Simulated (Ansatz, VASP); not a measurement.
**One calculation of B4Te, two programs**

```
B Te
1.0
     2.91574   -0.00520    0.04609
    -1.44974    4.22895    0.09185
    -0.09816   -0.80014    5.60345
B Te
4 1
Direct
  0.70569 0.41137 0.98144
  0.09320 0.18608 0.96270
  0.90680 0.81392 0.03730
  0.29431 0.58863 0.01856
  0.00000 0.00000 0.50000
```

Alike in both runs: functional PBE; k mesh 14 × 10 × 8; occupations gaussian, width 0.1 eV; no spin polarisation.

Ansatz relaxed the structure, and its values are those at the end. VASP's run is a single point on that final structure, the one shown.

|  | VASP | Ansatz |
| --- | --- | --- |
| version | VASP 6.6.1 | Ansatz 0.2.0 |
| potentials or method | VASP PAW PBE potentials, release 64 (B, Te), cutoff 520 eV | scalar-relativistic, plane waves, PAW |
| valence electrons in the cell | 18 | 28 |

Ansatz gave:

- gap on the k mesh at the Fermi level (eV): none
- pressure (GPa): 0.0
- rms of the force components (eV/Å): 0.001

Q: What did VASP give for the same quantities?

A: gap on the k mesh at the Fermi level (eV): none; pressure (GPa): 0.0; rms of the force components (eV/Å): 0.005.

A gap of «none» marks a metal or a gap that the smearing closes. With one functional, cell and mesh, what is left measures potentials, basis and numerics. VASP's potentials hold 18 valence electrons a cell and Ansatz's 28, so a difference there can come from the potentials and not from the codes.

Neither program's run includes spin-orbit coupling.
